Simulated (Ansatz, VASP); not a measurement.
## Two plane-wave programs on AsSe4

```
As Se
1.0
    -3.13382    3.13382    3.13382
     3.13382   -3.13382    3.13382
     3.13382    3.13382   -3.13382
As Se
1 4
Direct
  0.00000 0.00000 0.00000
  0.50000 0.50000 0.50000
  0.50000 0.00000 0.00000
  0.00000 0.00000 0.50000
  0.00000 0.50000 0.00000
```

Change from the starting cell: species swapped into the Hg4Pt type (Im-3m, No. 229).

Alike in both runs: functional PBE; k mesh 8 × 8 × 8; occupations gaussian, width 0.1 eV; no spin polarisation.

Ansatz relaxed the structure, and its values are those at the end. VASP's run is a single point on that final structure, the one shown.

|  | VASP | Ansatz |
| --- | --- | --- |
| version | VASP 6.6.1 | Ansatz 0.2.0 |
| potentials or method | VASP PAW PBE potentials, release 64 (As, Se), cutoff 520 eV | scalar-relativistic, plane waves, PAW |
| valence electrons in the cell | 29 | 79 |

|  | VASP | Ansatz | Ansatz less VASP |
| --- | --- | --- | --- |
| gap on the k mesh at the Fermi level (eV) | none | none | - |
| pressure (GPa) | 0.0 | 0.0 | -0.03 |

A gap of «none» marks a metal or a gap that the smearing closes. VASP's potentials hold 29 valence electrons a cell and Ansatz's 79, so a difference there can come from the potentials and not from the codes.
